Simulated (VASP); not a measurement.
# InSb in VASP: single point with PBEsol

Aim: the single point of InSb with PBEsol.

All numbers are computed with VASP 6.6.1; they aren't measurements. Logs are shortened: lines on timing, memory, paths and dates and some standing lists are left out, and cuts for length are marked.

### 1 The cell of the first run

The cell holds a slab with vacuum, 12 atoms: a = 4.610 Å, b = 6.520 Å, c = 26.526 Å, α = 90.00°, β = 90.00°, γ = 90.00°.

### 2 Single point, PBEsol

INCAR

```
PREC = Accurate ; ENCUT = 520
EDIFF = 1E-7 ; ISMEAR = 0
SIGMA = 0.1 ; LREAL = False
LASPH = True ; NELM = 100
ALGO = Normal ; ISIF = 2
LWAVE = False ; LCHARG = True
LDIPOL = True ; IDIPOL = 3
DIPOL = 0.5 0.5 0.500 ; GGA = PS
LVHAR = True ; LVACPOTAV = True
NBANDS = 66 ; KPAR = 4
```

KPOINTS

```
Automatic mesh
0
Gamma
  8 6 1
```

POSCAR

```
InSb
1.0
    4.6102358844      0.0000000000      0.0000000000
    0.0000000000      6.5198581135      0.0000000000
    0.0000000000      0.0000000000     26.5255897110
In Sb
6 6
Direct
    0.5000000000      0.5587147690      0.3047724695
    0.0000000000     -0.0219021717      0.3645370878
    0.5000000000      0.4840269282      0.4593311863
    0.0000000000     -0.0159725288      0.5406687815
    0.5000000000      0.4780990102      0.6354630334
    0.0000000000      0.0587153461      0.6952273719
    0.0000000000      0.7647908207      0.2714436880
    0.5000000000      0.2290482962      0.3724035831
    0.0000000000      0.7353196098      0.4538283710
    0.5000000000      0.2353196642      0.5461718058
    0.0000000000      0.7290488245      0.6275963451
    0.5000000000      0.2647914316      0.7285562766
```

Potentials or basis: VASP PAW PBE potentials, release 64 (In_d, Sb).

The run is started by

```sh
> cat potpaw_PBE.64/In_d/POTCAR potpaw_PBE.64/Sb/POTCAR > POTCAR
> mpirun -np 4 vasp_std > vasp.out
```

OUTCAR:

```text
PREC = Accurate
   ENCUT = 520
   EDIFF = 1E-7
   ISMEAR = 0
   LREAL = False
   LASPH = True
   NELM = 100
   ISIF = 2
   GGA = PS

 ion  position               nearest neighbor table
   1  0.500  0.559  0.305-   8 2.80   7 2.81   7 2.81   2 3.91   2 3.91
   2  0.000  0.978  0.365-   7 2.83   8 2.83   8 2.83   9 2.85   1 3.91   1 3.91
   3  0.500  0.484  0.459-  10 2.82   9 2.83   9 2.83   8 2.84
   4  0.000  0.984  0.541-   9 2.82  10 2.83  10 2.83  11 2.84
   5  0.500  0.478  0.635-  12 2.83  11 2.83  11 2.83  10 2.85   6 3.91   6 3.91
   6  0.000  0.059  0.695-  11 2.80  12 2.81  12 2.81   5 3.91   5 3.91
   7  0.000  0.765  0.271-   1 2.81   1 2.81   2 2.83
   8  0.500  0.229  0.372-   1 2.80   2 2.83   2 2.83   3 2.84
   9  0.000  0.735  0.454-   4 2.82   3 2.83   3 2.83   2 2.85
  10  0.500  0.235  0.546-   3 2.82   4 2.83   4 2.83   5 2.85
  11  0.000  0.729  0.628-   6 2.80   5 2.83   5 2.83   4 2.84
  12  0.500  0.265  0.729-   6 2.81   6 2.81   5 2.83

  LATTYP: Found a simple orthorhombic cell.
 ALAT       =     4.6102358844
 B/A-ratio  =     1.4142135624
 C/A-ratio  =     5.7536296138

  Lattice vectors:

 A1 = (   4.6102358844,   0.0000000000,   0.0000000000)
 A2 = (   0.0000000000,   6.5198581135,   0.0000000000)
 A3 = (   0.0000000000,   0.0000000000,  26.5255897110)

Analysis of symmetry for initial positions (statically):
=====================================================================
 Subroutine PRICEL returns:
 Original cell was already a primitive cell.

 Routine SETGRP: Setting up the symmetry group for a
 simple orthorhombic supercell.

 Subroutine GETGRP returns: Found  4 space group operations
 (whereof  2 operations were pure point group operations)
 out of a pool of  8 trial point group operations.

The static configuration has the point symmetry C_1h.
 The point group associated with its full space group is C_2v.

Analysis of symmetry for dynamics (positions and initial velocities):
=====================================================================
 Subroutine PRICEL returns:
 Original cell was already a primitive cell.

 Routine SETGRP: Setting up the symmetry group for a
 simple orthorhombic supercell.

 Subroutine GETGRP returns: Found  4 space group operations
 (whereof  2 operations were pure point group operations)
 out of a pool of  8 trial point group operations.

The dynamic configuration has the point symmetry C_1h.
 The point group associated with its full space group is C_2v.

 Subroutine INISYM returns: Found  4 space group operations
 (whereof  2 operations are pure point group operations),
[... 129 lines left out ...]
   IMIX   =      4    mixing-type and parameters
     AMIX     =   0.40;   BMIX     =  1.00
     AMIX_MAG =   1.60;   BMIX_MAG =  1.00
  volume/ion in A,a.u.               =      66.44       448.38
  Fermi-wavevector in a.u.,A,eV,Ry     =   0.840764  1.588813  9.617736  0.706884
  Thomas-Fermi vector in A             =   1.955199
   LORBIT       =      0    0 simple, 1 ext, 2 COOP (PROOUT), +10 PAW based schemes
   GGA     = PS    functional components
   LHFCALC =     F    Hartree Fock is set to
   AEXX    =    0.0000 exact exchange contribution
   IVDW    =     0    specifies the selected vdW correction
   LEPSILON=     F    determine dielectric tensor
   LRPA    =     F    only Hartree local field effects (RPA)
 non-spin polarized calculation
 Gauss-broadening in eV      SIGMA  =   0.10
  energy-cutoff  :      520.00
  volume of cell :      797.31
 maximum number of plane-waves:     21528
 NGX is ok and might be reduce to    36
   NGX = 17   NGY = 25   NGZ = 99

 dipolmoment           0.000000      0.000000     -0.000000 electrons x Angstroem

 number of electron     107.9999998 magnetization

 dipolmoment           0.000000      0.000000      0.000000 electrons x Angstroem

 Free energy of the ion-electron system (eV)
  ---------------------------------------------------
  ext. energy  EPLUGINS =         0.00000000
  ---------------------------------------------------
  free energy    TOTEN  =       -44.53876152 eV

  energy without entropy =      -44.53875791  energy(sigma->0) =      -44.53875972

 E-fermi :   0.5635     XC(G=0):  -5.0563

 val. band max:        0.3089254261   @ k =   0.0000   0.0000   0.0000
 cond. band min:       0.8180688514   @ k =   0.0000   0.0000   0.0000
 fundamental gap:      0.5091434252
 Fermi energy:         0.5634836977

 k-point     1 :       0.0000    0.0000    0.0000
  band No.  band energies     occupation
      1     -14.3530      2.00000
      2     -14.3529      2.00000
      3     -14.2735      2.00000
      4     -14.2730      2.00000
      5     -14.2351      2.00000
      6     -14.2351      2.00000
[... 1369 lines left out ...]
     65       4.1691      0.00000
     66       4.1692      0.00000

------------------------ aborting loop because EDIFF is reached ----------------------------------------

  FORCE on cell =-STRESS in cart. coord.  units (eV):
  Direction    XX          YY          ZZ          XY          YZ          ZX
  --------------------------------------------------------------------------------------
  -------------------------------------------------------------------------------------
  Total       -2.1784010     -1.0673239      0.0765405      0.0000000      0.0000000      0.0000000
  in kB       -4.3774589     -2.1447688      0.1538068      0.0000000      0.0000000      0.0000000
  external PRESSURE =      -2.1228070 kB  Pullay stress =       0.0000000 kB

 VOLUME and BASIS-vectors are now :
 -----------------------------------------------------------------------------
  energy-cutoff  :      520.00
  volume of cell :      797.31
      direct lattice vectors                 reciprocal lattice vectors
     4.610235884  0.000000000  0.000000000     0.216908641  0.000000000  0.000000000
     0.000000000  6.519858113  0.000000000     0.000000000  0.153377571  0.000000000
     0.000000000  0.000000000 26.525589711     0.000000000  0.000000000  0.037699445

 POSITION                                       TOTAL-FORCE (eV/Angst)
 -----------------------------------------------------------------------------------
      2.30512      3.64274      8.08427         0.000000     -0.010521      0.007512
      0.00000      6.37706      9.66956         0.000000      0.003684      0.004751
      2.30512      3.15579     12.18403         0.000000      0.003127      0.004353
      0.00000      6.41572     14.34156         0.000000      0.003127     -0.004353
      2.30512      3.11714     16.85603         0.000000      0.003684     -0.004751
      0.00000      0.38282     18.44132         0.000000     -0.010521     -0.007512
      0.00000      4.98633      7.20020         0.000000      0.008098     -0.019974
      2.30512      1.49336      9.87822         0.000000     -0.003352     -0.002749
      0.00000      4.79418     12.03807         0.000000     -0.001037     -0.001440
      2.30512      1.53425     14.48753         0.000000     -0.001037      0.001440
      0.00000      4.75329     16.64736         0.000000     -0.003352      0.002749
      2.30512      1.72640     19.32538         0.000000      0.008098      0.019974
 -----------------------------------------------------------------------------------
    total drift:                                0.000000     -0.004394      0.000716

  FREE ENERGIE OF THE ION-ELECTRON SYSTEM (eV)
  ---------------------------------------------------
  free  energy   TOTEN  =       -44.5387615187 eV

  energy  without entropy=      -44.5387579117  energy(sigma->0) =      -44.53875972

 vacuum level on the upper side and lower side of the slab         4.848         4.848
```

OSZICAR:

```text
N       E                     dE             d eps       ncg     rms          rms(c)
DAV:   1     0.926964963328E+03    0.92696E+03   -0.43434E+04  2768   0.141E+03
DAV:   2     0.511268633687E+02   -0.87584E+03   -0.85506E+03  2920   0.356E+02
DAV:   3    -0.411784636839E+02   -0.92305E+02   -0.90839E+02  3152   0.157E+02
[... 17 lines left out ...]
DAV:  21    -0.445387526182E+02   -0.57330E-05   -0.85843E-08  2032   0.117E-03    0.620E-04
DAV:  22    -0.445387582006E+02   -0.55824E-05   -0.19749E-07  1866   0.122E-03    0.666E-04
DAV:  23    -0.445387609748E+02   -0.27742E-05   -0.83682E-08  1862   0.835E-04    0.255E-04
DAV:  24    -0.445387614197E+02   -0.44495E-06   -0.10613E-08  1826   0.378E-04    0.161E-04
DAV:  25    -0.445387615187E+02   -0.98949E-07   -0.25149E-09  1714   0.238E-04
   1 F= -.44538762E+02 E0= -.44538760E+02  d E =-.360696E-05
```

Wall time 11 min (4 MPI ranks of AMD EPYC 7R43 (Zen 3), shared host); peak memory 1.2 GiB.

Results:

| Quantity | Value |
| --- | --- |
| Free energy | -44.5388 eV |
| Largest force | 0.022 eV/Å |
| Band gap on the k mesh | 0.51 eV |

Forces in eV/Å, atoms in the order of the input:
```
In   0.000 -0.011  0.008
In   0.000  0.004  0.005
In   0.000  0.003  0.004
In   0.000  0.003 -0.004
In   0.000  0.004 -0.005
In   0.000 -0.011 -0.008
Sb   0.000  0.008 -0.020
Sb   0.000 -0.003 -0.003
Sb   0.000 -0.001 -0.001
Sb   0.000 -0.001  0.001
Sb   0.000 -0.003  0.003
Sb   0.000  0.008  0.020
```

Caveat: semilocal functionals underestimate gaps, and a narrow one can read as zero; the PAW data sets were made with another functional, which shifts forces and pressure a little; spin-orbit coupling is left out, which moves the levels of the heavy elements.
